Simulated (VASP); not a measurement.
The system is As.

```
CELL_PARAMETERS angstrom
1.88080 1.08588 3.51406
-1.88080 1.08588 3.51406
0.00000 -2.17176 3.51406
ATOMIC_POSITIONS crystal
As 0.77400 0.77400 0.77400
As 0.22600 0.22600 0.22600
```

```yaml
Program: VASP 6.6.1
Task: relaxation of cell and atoms
Functional: PBE
Potentials_or_basis: VASP PAW PBE potentials, release 64 (As)
Cutoff: 600 eV
k_mesh: 10 × 10 × 10
Occupations: fermi-dirac, width 0.1 eV
Spin: no spin polarisation
```

At the start: pressure 4.1 GPa; volume 21.53 Å³/atom.

Problem. How do energy, volume and symmetry change on relaxing?

Solution. Over 10 steps the energy falls by 14.8 meV/atom and the volume is 22.60 Å³/atom (+5.0 %); space group R-3m (No. 166, to 0.1 Å) before and after.

The path:
```
step  energy change (eV)  largest force (eV/Å)  pressure (GPa)  volume (Å³)
   1              0.0000                0.4946            4.06        43.06
   2             -0.0109                0.3873           -2.68        46.55
   3             -0.0293                0.0227            0.04        44.95
   4             -0.0293                0.0130            0.11        44.91
   5             -0.0293                0.0071            0.09        44.95
   6             -0.0294                0.0112            0.05        45.08
   7             -0.0295                0.0193            0.02        45.14
   8             -0.0295                0.0025           -0.04        45.19
   9             -0.0295                0.0103           -0.09        45.23
  10             -0.0296                0.0076            0.00        45.20
```

Final structure:
```xyz
2
Lattice="1.9073 1.1012 3.5872 -1.9073 1.1012 3.5872 0.0000 -2.2023 3.5872" Properties=species:S:1:pos:R:3 pbc="T T T"
As    0.0000    0.0000    8.3209
As    0.0000    0.0000    2.4408
```
